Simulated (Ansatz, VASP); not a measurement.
One calculation of TaN, two programs

```
Ta N
1.0
     2.95746    0.00000    0.00000
    -1.47873    2.56123    0.00000
     0.00000    0.00000    2.90209
Ta N
1 1
Direct
  0.33333 0.66667 0.50000
  0.00000 0.00000 0.00000
```

Change from the starting cell: volume scaled by 1.02, PAW files.

Alike in both runs: task electric field gradients; functional LDA; k mesh 12 × 12 × 10; occupations fermi-dirac, width 0.02 eV; no spin polarisation.

|  | VASP | Ansatz |
| --- | --- | --- |
| version | VASP 6.6.1 | Ansatz 0.2.0 |
| potentials or method | VASP PAW LDA potentials, release 64 (Ta_pv, N) | PAW with Ansatz's default frozen-core files, scalar-relativistic |
| plane-wave cutoff (eV) | 520 | 420 |
| valence electrons in the cell | 16 | 18 |

```tsv
	VASP	Ansatz	Ansatz less VASP
pressure (GPa)	-16.2	-17.8	-1.63
traceless stress, the component that is largest in VASP (GPa)	-1.42	-1.54	-0.122
size of Vzz on the site where it differs most (V/Å²)	20.9	53.6	+32.69
```

LDA's correlation is that of Perdew and Zunger in VASP and of Perdew and Wang (1992) in Ansatz. VASP's potentials hold 16 valence electrons a cell and Ansatz's 18, so a difference there can come from the potentials and not from the codes.

Spin-orbit coupling is off throughout.
